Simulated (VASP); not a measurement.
A run of VASP 6.6.1 is set up as follows.

The input INCAR:

```
PREC = Accurate
ENCUT = 600
EDIFF = 1E-6
ISMEAR = 0
SIGMA = 0.2
LREAL = False
LASPH = True
NELM = 120
ALGO = Normal
ISIF = 2
LWAVE = False
LCHARG = False
GGA = PE
NBANDS = 16
GGA_COMPAT = False
```

The input KPOINTS:

```
regular mesh
0
Gamma
  6 6 6
```

POSCAR

```
SiC3
1.0
   -1.9713298932      1.9713298932      1.9713298932
    1.9713298932     -1.9713298932      1.9713298932
    1.9713298932      1.9713298932     -1.9713298932
Si C
1 3
Direct
    0.0000000000      0.0000000000      0.0000000000
    0.0000000000      0.5000000000      0.5000000000
    0.5000000000      0.0000000000      0.5000000000
    0.5000000000      0.5000000000      0.0000000000
```

Potentials or basis: VASP PAW PBE potentials, release 64 (Si, C).

Command:

```sh
$ cat potpaw_PBE.64/Si/POTCAR potpaw_PBE.64/C/POTCAR > POTCAR
$ mpirun -np 1 vasp_std > vasp.out
```

(1) What does it give for the band gap on the k mesh?

(2) What does it give for the pressure?

Results:

(1) zero (bands 8 and 9 overlap by 5.23 eV).

(2) -0.3 GPa.

Caveat: the k points lie up to 0.38 Å⁻¹ apart, too coarse for converged energies and pressures of a metal.
